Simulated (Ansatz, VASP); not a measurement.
## BN: VASP beside Ansatz

```
CELL_PARAMETERS angstrom
0.00000 -1.81239 -1.81239
-1.81239 0.00000 -1.81239
1.81239 1.81239 -3.62479
ATOMIC_POSITIONS crystal
B 0.96185 0.01848 0.00000
B 0.53815 0.48152 0.50000
N 0.33595 0.39391 0.87500
N 0.91405 0.85609 0.37500
```

Change from the starting cell: mode 4 frozen in at -0.017 Å and mode 5 at +0.085 Å (largest displacements).

Alike in both runs: task single point; functional PBE; k mesh 6 × 6 × 6; occupations gaussian, width 0.05 eV; no spin polarisation.

|  | VASP | Ansatz |
| --- | --- | --- |
| version | VASP 6.6.1 | Ansatz 0.2.0 |
| potentials or method | VASP PAW PBE potentials, release 64 (B, N), cutoff 520 eV | scalar-relativistic, plane waves, PAW |
| valence electrons in the cell | 16 | 16 |

Ansatz gave:

| Item | Value |
| --- | --- |
| gap on the k mesh at the Fermi level (eV) | 4.32 |
| least direct gap on the mesh (eV) | 6.28 |
| pressure (GPa) | -0.2 |
| traceless stress, the component that is largest in VASP (GPa) | -1.71 |
| rms of the force components (eV/Å) | 0.532 |

What did VASP give for the same quantities?

gap on the k mesh at the Fermi level (eV): 4.31; least direct gap on the mesh (eV): 6.26; pressure (GPa): 0.0; traceless stress, the component that is largest in VASP (GPa): -1.71; rms of the force components (eV/Å): 0.531.

Atom by atom the forces differ by 0.001 eV/Å (rms over components).

The k mesh is coarse, so the values compare programs but aren't converged.
